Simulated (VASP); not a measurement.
# Al (P-1) in VASP: single point with PBE

Aim: the single point of Al with PBE.

Program: VASP 6.6.1. These are calculated values, not measurements. Logs are shortened: lines on timing, memory, paths and dates and some standing lists are left out, and cuts for length are marked.

## 1. The cell of the first run

The typed cell holds 5 atoms: a = 4.063 Å, b = 10.749 Å, c = 2.854 Å, α = 82.95°, β = 135.87°, γ = 100.89°.

## 2. Single point, PBE

Contents of INCAR:

```
PREC = Accurate
ENCUT = 520
EDIFF = 1E-7
ISMEAR = 0
SIGMA = 0.1
LREAL = F
LASPH = T
NELM = 100
ALGO = Fast
ISIF = 2
LWAVE = F
LCHARG = F
GGA = PE
NBANDS = 16
ISYM = 0
```

Contents of KPOINTS:

```
regular mesh
0
Gamma
  9 4 17
```

Contents of POSCAR:

```
Al
1.0
    4.0625602188     -0.0000860969     -0.0180607877
   -2.0315037956     10.5545087083     -0.0915989550
   -2.0399997119     -0.0186565713      1.9963347045
Al
5
Direct
    0.4000000000      0.8000000000      0.0000000000
    0.2000000000      0.4000000000      0.0000000000
    0.8000000000      0.6000000000      0.0000000000
    0.0000000000      0.0000000000      0.0000000000
    0.6000000000      0.2000000000      0.0000000000
```

Potentials or basis: VASP PAW PBE potentials, release 64 (Al).

Run with:

```bash
cat potpaw_PBE.64/Al/POTCAR > POTCAR
mpirun -np 1 vasp_std > vasp.out
```

OUTCAR:

```text
PREC = Accurate
   ENCUT = 520
   EDIFF = 1E-7
   ISMEAR = 0
   LREAL = F
   LASPH = T
   NELM = 100
   ISIF = 2
   GGA = PE
   ISYM = 0

 ion  position               nearest neighbor table
   1  0.400  0.800  0.000-   3 2.87   4 2.87   3 2.93   4 2.93   3 2.93   4 2.93   3 2.93   4 2.93

   2  0.200  0.400  0.000-   5 2.87   3 2.87   5 2.93   3 2.93   5 2.93   3 2.93   5 2.93   3 2.93

   3  0.800  0.600  0.000-   1 2.87   2 2.87   1 2.93   2 2.93   1 2.93   2 2.93   1 2.93   2 2.93

   4  0.000  0.000  0.000-   5 2.87   1 2.87   5 2.93   1 2.93   1 2.93   5 2.93   5 2.93   1 2.93

   5  0.600  0.200  0.000-   2 2.87   4 2.87   2 2.93   4 2.93   2 2.93   4 2.93   2 2.93   4 2.93

IMPORTANT INFORMATION: All symmetrisations will be switched off!
NOSYMM: (Re-)initialisation of all symmetry stuff for point group C_1.

----------------------------------------------------------------------------------------

                                     Primitive cell

  volume of cell :      85.2026

  direct lattice vectors                    reciprocal lattice vectors
     4.062560219 -0.000086097 -0.018060788     0.247276676  0.049792165  0.253150585
    -2.031503796 10.554508708 -0.091598955     0.000005972  0.094755126  0.000891628
    -2.039999712 -0.018656571  1.996334704     0.002237380  0.004798171  0.503249164

  length of vectors
     4.062600366 10.748630244  2.854347411     0.357365685  0.094759321  0.503277011

  position of ions in fractional coordinates (direct lattice)
     0.400000000  0.800000000  0.000000000
     0.200000000  0.400000000  0.000000000
     0.800000000  0.600000000  0.000000000
     0.000000000  0.000000000  0.000000000
     0.600000000  0.200000000  0.000000000

  ion indices of the primitive-cell ions
   primitive index   ion index
                 1           1
                 2           2
                 3           3
                 4           4
                 5           5

----------------------------------------------------------------------------------------

 KPOINTS: regular mesh

Automatic generation of k-mesh.
 Grid dimensions read from file:
 generate k-points for:    9    4   17

 Generating k-lattice:

  Cartesian coordinates                     Fractional coordinates (reciprocal lattice)
     0.027475186  0.005532463  0.028127843     0.111111111  0.000000000  0.000000000
     0.000001493  0.023688782  0.000222907     0.000000000  0.250000000 -0.000000000
     0.000131611  0.000282245  0.029602892     0.000000000  0.000000000  0.058823529

  Length of vectors
     0.039707298  0.023689830  0.029604530

  Shift w.r.t. Gamma in fractional coordinates (k-lattice)
     0.000000000  0.000000000  0.000000000

 Subroutine IBZKPT returns following result:
 ===========================================

 Found    307 irreducible k-points:

 Following reciprocal coordinates:
            Coordinates               Weight
  0.000000  0.000000  0.000000      1.000000
  0.111111 -0.000000  0.000000      2.000000
  0.222222 -0.000000  0.000000      2.000000
  0.333333 -0.000000  0.000000      2.000000
  0.444444 -0.000000  0.000000      2.000000
  0.000000  0.250000  0.000000      2.000000
[... 16 lines left out ...]
  0.333333 -0.000000  0.058824      2.000000
  0.444444 -0.000000  0.058824      2.000000
 [... further k-points ...]
   k-points           NKPTS =    307   k-points in BZ     NKDIM =    307   number of bands    NBANDS=     16
   number of dos      NEDOS =    301   number of ions     NIONS =      5
   total plane-waves  NPLWV =  57600
   dimension x,y,z NGX =    30 NGY =   80 NGZ =   24
   dimension x,y,z NGXF=    60 NGYF=  160 NGZF=   48
   ions per type =               5
   NGX,Y,Z   is equivalent  to a cutoff of  12.28, 12.37, 13.98 a.u.
   NGXF,Y,Z  is equivalent  to a cutoff of  24.55, 24.75, 27.96 a.u.
 SYSTEM =  unknown system
   PREC   = accura    normal or accurate (medium, high low for compatibility)
   ISTART =      0    job   : 0-new  1-cont  2-samecut
   ICHARG =      2    charge: 1-file 2-atom 10-const
   ISPIN  =      1    spin polarized calculation?
   LNONCOLLINEAR =      F non collinear calculations
   LSORBIT =      F    spin-orbit coupling
   LASPH  =      T    aspherical Exc in radial PAW
   ENCUT  =  520.0 eV  38.22 Ry    6.18 a.u.   7.55 19.99  5.31*2*pi/ulx,y,z
   NELM   =    100;   NELMIN=  2; NELMDL= -5     # of ELM steps
   EDIFF  = 0.1E-06   stopping-criterion for ELM
   LREAL  =      F    real-space projection
   EDIFFG = 0.1E-05   stopping-criterion for IOM
   NSW    =      0    number of steps for IOM
   IBRION =     -1    ionic relax: 0-MD 1-quasi-New 2-CG
   NFREE  =      0    steps in history (QN), initial steepest desc. (CG)
   ISIF   =      2    stress and relaxation
   ISYM   =      0    0-nonsym 1-usesym 2-fastsym
   POTIM  = 0.5000    time-step for ionic-motion
   TEBEG  =    0.0;   TEEND  =   0.0 temperature during run
   PSTRESS=    0.0 pullay stress
   NELECT =      15.0000    total number of electrons
   NUPDOWN=      -1.0000    fix difference up-down
   EMIN   =  10.00;   EMAX   =-10.00  energy-range for DOS
   EFERMI =   0.00;   METHOD = LEGACY
   ISMEAR =     0;   SIGMA  =   0.10  broadening in eV -4-tet -1-fermi 0-gaus
   EFERMI_NEDOS =   21; number of points for ismear=-14 and -15
   IALGO  =     68    algorithm
   IMIX   =      4    mixing-type and parameters
     AMIX     =   0.40;   BMIX     =  1.00
     AMIX_MAG =   1.60;   BMIX_MAG =  1.00
  volume/ion in A,a.u.               =      17.04       115.00
  Fermi-wavevector in a.u.,A,eV,Ry     =   0.917531  1.733883 11.454252  0.841864
  Thomas-Fermi vector in A             =   2.042511
   LORBIT       =      0    0 simple, 1 ext, 2 COOP (PROOUT), +10 PAW based schemes
   GGA     = PE    functional components
   LHFCALC =     F    Hartree Fock is set to
   AEXX    =    0.0000 exact exchange contribution
   IVDW    =     0    specifies the selected vdW correction
   LEPSILON=     F    determine dielectric tensor
   LRPA    =     F    only Hartree local field effects (RPA)
 non-spin polarized calculation
 RMM-DIIS sequential band-by-band and
 Gauss-broadening in eV      SIGMA  =   0.10
  energy-cutoff  :      520.00
  volume of cell :       85.20
 maximum number of plane-waves:      2317
 NGX is ok and might be reduce to    30
   NGX = 15   NGY = 39   NGZ = 11

 number of electron      15.0000000 magnetization

 Free energy of the ion-electron system (eV)
  ---------------------------------------------------
  ext. energy  EPLUGINS =         0.00000000
  ---------------------------------------------------
  free energy    TOTEN  =       -18.68164211 eV

  energy without entropy =      -18.67135035  energy(sigma->0) =      -18.67649623

 E-fermi :   7.6839     XC(G=0): -10.0802

 val. band max:        7.6833713653   @ k =  -0.1111  -0.2500   0.2941
 cond. band min:       7.6898367580   @ k =   0.2222  -0.2500   0.4706
 fundamental gap:      0.0064653927
 Fermi energy:         7.6839429732

 k-point     1 :       0.0000    0.0000    0.0000
  band No.  band energies     occupation
      1      -3.2457      2.00000
      2      -1.9218      2.00000
      3      -1.9218      2.00000
      4       1.9722      2.00000
      5       1.9722      2.00000
      6       8.4068      0.00000
[... 8 lines left out ...]
     15      16.0041      0.00000
     16      16.1745      0.00000

 k-point     2 :       0.1111   -0.0000    0.0000
  band No.  band energies     occupation
      1      -3.0124      2.00000
      2      -1.8518      2.00000
      3      -1.5296      2.00000
      4       1.8856      2.00000
      5       2.5066      2.00000
      6       8.1709      0.00000
[... 8 lines left out ...]
     15      15.4684      0.00000
     16      16.1008      0.00000

 k-point     3 :       0.2222   -0.0000    0.0000
  band No.  band energies     occupation
      1      -2.3150      2.00000
      2      -1.3204      2.00000
      3      -0.6791      2.00000
      4       2.2487      2.00000
      5       3.4820      2.00000
      6       7.7273      0.53960
[... 8 lines left out ...]
     15      15.6720      0.00000
     16      16.0558      0.00000

 k-point     4 :       0.3333   -0.0000    0.0000
  band No.  band energies     occupation
      1      -1.1600      2.00000
      2      -0.3326      2.00000
      3       0.6218      2.00000
      4       3.0585      2.00000
      5       4.7653      2.00000
      6       5.0570      2.00000
[... 8 lines left out ...]
     15      15.7945      0.00000
     16      16.9296      0.00000

 k-point     5 :       0.4444   -0.0000    0.0000
  band No.  band energies     occupation
      1       0.4417      2.00000
      2       1.1027      2.00000
      3       2.3593      2.00000
      4       2.4738      2.00000
      5       2.9703      2.00000
      6       4.3157      2.00000
[... 8 lines left out ...]
     15      16.7262      0.00000
     16      17.2376      0.00000

 k-point     6 :       0.0000    0.2500    0.0000
  band No.  band energies     occupation
      1      -3.1626      2.00000
      2      -2.4995      2.00000
      3      -1.1823      2.00000
      4       0.7699      2.00000
      5       3.3008      2.00000
      6       6.6414      2.00000
[... 8 lines left out ...]
     15      15.2040      0.00000
     16      15.3789      0.00000
[... 267 lines left out ...]
 k-point    21 :       0.1111   -0.0000    0.0588
  band No.  band energies     occupation
      1      -2.6357      2.00000
      2      -1.4937      2.00000
      3      -1.1412      2.00000
      4       2.2198      2.00000
      5       2.8982      2.00000
      6       8.4628      0.00000
[... 8 lines left out ...]
     15      15.3422      0.00000
     16      16.1653      0.00000

 k-point    22 :       0.2222   -0.0000    0.0588
  band No.  band energies     occupation
      1      -1.6944      2.00000
      2      -0.7195      2.00000
      3      -0.0501      2.00000
      4       2.8204      2.00000
      5       4.1030      2.00000
      6       6.2687      2.00000
[... 8 lines left out ...]
     15      14.3672      0.00000
     16      15.7102      0.00000

 k-point    23 :       0.3333   -0.0000    0.0588
  band No.  band energies     occupation
      1      -0.3012      2.00000
      2       0.5063      2.00000
      3       1.4854      2.00000
      4       3.6259      2.00000
      5       3.8371      2.00000
      6       4.0164      2.00000
[... 8 lines left out ...]
     15      15.0305      0.00000
     16      16.5754      0.00000

 k-point    24 :       0.4444   -0.0000    0.0588
  band No.  band energies     occupation
      1       1.4034      2.00000
      2       1.5307      2.00000
      3       1.9185      2.00000
      4       2.1722      2.00000
      5       3.3402      2.00000
      6       3.5754      2.00000
[... 8 lines left out ...]
     15      16.2133      0.00000
     16      16.6625      0.00000

 [... further k-points ...]
[... 5 lines left out ...]
  --------------------------------------------------------------------------------------
  -------------------------------------------------------------------------------------
  Total       -1.4519741     -1.9745394     -0.0347961      0.0280041      0.0115176     -0.0012570
  in kB      -27.3033815    -37.1298660     -0.6543165      0.5265987      0.2165814     -0.0236377
  external PRESSURE =     -21.6958546 kB  Pullay stress =       0.0000000 kB

 VOLUME and BASIS-vectors are now :
 -----------------------------------------------------------------------------
  energy-cutoff  :      520.00
  volume of cell :       85.20
      direct lattice vectors                 reciprocal lattice vectors
     4.062560219 -0.000086097 -0.018060788     0.247276676  0.049792165  0.253150585
    -2.031503796 10.554508708 -0.091598955     0.000005972  0.094755126  0.000891628
    -2.039999712 -0.018656571  1.996334704     0.002237380  0.004798171  0.503249164

 POSITION                                       TOTAL-FORCE (eV/Angst)
 -----------------------------------------------------------------------------------
     -0.00018      8.44357     -0.08050         0.000000     -0.000001     -0.000000
     -0.00009      4.22179     -0.04025         0.000000      0.000001      0.000000
      2.03115      6.33264     -0.06941        -0.000000      0.000001      0.000000
      0.00000      0.00000      0.00000        -0.000000     -0.000001     -0.000000
      2.03124      2.11085     -0.02916        -0.000000      0.000000      0.000000
 -----------------------------------------------------------------------------------
    total drift:                                0.000000     -0.000000      0.000000

  FREE ENERGIE OF THE ION-ELECTRON SYSTEM (eV)
  ---------------------------------------------------
  free  energy   TOTEN  =       -18.6816421124 eV

  energy  without entropy=      -18.6713503525  energy(sigma->0) =      -18.67649623
```

Run time: 6 min. Hardware: 1 thread of Intel Xeon Platinum 8375C at 2.90GHz (Ice Lake), shared host; peak memory 0.44 GiB.

Results:

* Free energy: -18.6816 eV
* Pressure: -2.2 GPa
* Band gap on the k mesh: zero (an odd number of electrons rules out a gap without spin polarisation)

Levels at points of the mesh, in eV from the Fermi level:
```
           k point  band 6  band 7  band 8  band 9  band 10  band 11
(0.00, 0.00, 0.00)    0.72    0.72    5.93    5.93     6.15     6.15
(0.00, 0.50, 0.00)   -2.27    4.72    4.72    5.61     5.86     6.22
```
